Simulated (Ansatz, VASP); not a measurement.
AlP in VASP and in Ansatz

INCAR

```
ALGO     = Normal         # electronic algorithm
EDIFF    = 1E-6           # SCF threshold, eV
ENCUT    = 500            # plane-wave cutoff, eV
GGA      = RP             # functional
GGA_COMPAT= False        
ISIF     = 2              # what is computed and relaxed
ISMEAR   = 0              # smearing method
LASPH    = True           # aspherical terms in the spheres
LCHARG   = False          # write CHGCAR
LREAL    = False          # projectors in reciprocal space
LWAVE    = False          # write WAVECAR
NBANDS   = 11             # bands
NELM     = 120            # most SCF steps
PREC     = Accurate       # precision mode
SIGMA    = 0.05           # smearing width, eV
```

File KPOINTS:

```
k-points
0
Gamma
  8 8 8
```

POSCAR

```
AlP
1.0
    0.0000000000      2.7720485189      2.7720485189
    2.7720485189      0.0000000000      2.7720485189
    2.7720485189      2.7720485189      0.0000000000
Al P
1 1
Direct
    0.0000000000      0.0000000000      0.0000000000
    0.7500000000      0.7500000000      0.7500000000
```

Input for Ansatz:

```yaml
crystal:
  lattice:
    - [0.0, 2.7720485189, 2.7720485189]
    - [2.7720485189, 0.0, 2.7720485189]
    - [2.7720485189, 2.7720485189, 0.0]
  atoms:
    - { symbol: Al, position: [0.0, 0.0, 0.0] }
    - { symbol: P, position: [0.75, 0.75, 0.75] }
basis:
  ecutwfc: 420
  ecutrho_ratio: 4
kpoints:
  mp_grid: { grid: [8, 8, 8] }
hamiltonian:
  xc: rpbe
scf:
  occupations: { method: gaussian, width: 0.05 }
output:
  forces: true
  stress: true
  eigenvalues: true
```

Alike in both runs: task single point; functional RPBE; k mesh 8 × 8 × 8; occupations gaussian, width 0.05 eV; no spin polarisation.

```csv
,VASP,Ansatz
version,VASP 6.6.1,Ansatz 0.2.0
potentials or method,"VASP PAW PBE potentials, release 64 (Al, P), cutoff 500 eV","scalar-relativistic, plane waves, PAW"
valence electrons in the cell,8,8
```

|  | VASP | Ansatz | Ansatz less VASP |
| --- | --- | --- | --- |
| gap on the k mesh at the Fermi level (eV) | 1.75 | 1.76 | +0.004 |
| least direct gap on the mesh (eV) | 3.06 | 3.06 | +0.001 |
| pressure (GPa) | -0.2 | 0.0 | +0.22 |

VASP's potentials were made for PBE, not for RPBE.
